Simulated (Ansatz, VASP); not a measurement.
## One calculation of AlN, two programs

File POSCAR:

```
AlN
1.0
    0.0000000000      2.2176741356      2.1849006262
    2.2176741356      0.0000000000      2.1849006262
    2.2176741356      2.2176741356      0.0000000000
Al N
1 1
Direct
    0.0000000000      0.0000000000      0.0000000000
    0.7500000000      0.7500000000      0.7500000000
```

INCAR.step1

```
SYSTEM = AlN
PREC = Accurate
ENCUT = 520
ISMEAR = 0
SIGMA = 0.05
LREAL = .FALSE.
LASPH = .TRUE.
NELM = 80
NBANDS = 11
GGA = PE
ALGO = Normal
EDIFF = 1E-4
LWAVE = .TRUE.
LCHARG = .FALSE.
```

INCAR.step2

```
SYSTEM = AlN
PREC = Accurate
ENCUT = 520
EDIFF = 1E-6
ISMEAR = 0
SIGMA = 0.05
LREAL = .FALSE.
LASPH = .TRUE.
NELM = 80
ALGO = Normal
ISIF = 2
LWAVE = .FALSE.
LCHARG = .TRUE.
METAGGA = R2SCAN
LMIXTAU = .TRUE.
LELF = .TRUE.
LVHAR = .TRUE.
NBANDS = 11
ISTART = 1
```

File KPOINTS:

```
Automatic mesh
0
G
  10 10 10
  0 0 0
```

Input for Ansatz:

```yaml
crystal:
  lattice:
    - [0.0, 2.2176741356, 2.1849006262]
    - [2.2176741356, 0.0, 2.1849006262]
    - [2.2176741356, 2.2176741356, 0.0]
  atoms:
    - { symbol: Al, position: [0.0, 0.0, 0.0] }
    - { symbol: "N", position: [0.75, 0.75, 0.75] }
basis:
  ecutwfc: 500
kpoints:
  mp_grid: { grid: [10, 10, 10] }
hamiltonian:
  xc: r2scan
scf:
  occupations: { method: gaussian, width: 0.05 }
output:
  forces: true
  stress: true
  eigenvalues: true
```

Change from the starting cell: strain +0.015 along x and y, +0.000 along z, atoms carried along.

Alike in both runs: task single point; functional r2SCAN; k mesh 10 × 10 × 10; occupations gaussian, width 0.05 eV; no spin polarisation.

|  | VASP | Ansatz |
| --- | --- | --- |
| version | VASP 6.6.1 | Ansatz 0.2.0 |
| potentials or method | VASP PAW PBE potentials, release 64 (Al, N), cutoff 520 eV | scalar-relativistic, plane waves, PAW |
| valence electrons in the cell | 8 | 8 |

Ansatz gave:

* gap on the k mesh at the Fermi level (eV): 3.83
* least direct gap on the mesh (eV): 4.53
* pressure (GPa): -5.9
* traceless stress, the component that is largest in VASP (GPa): 1.41

Problem. Estimate VASP's values.

Solution. gap on the k mesh at the Fermi level (eV): 3.83; least direct gap on the mesh (eV): 4.56; pressure (GPa): -6.3; traceless stress, the component that is largest in VASP (GPa): 1.42.

VASP's potentials were made for PBE, not for r2SCAN.
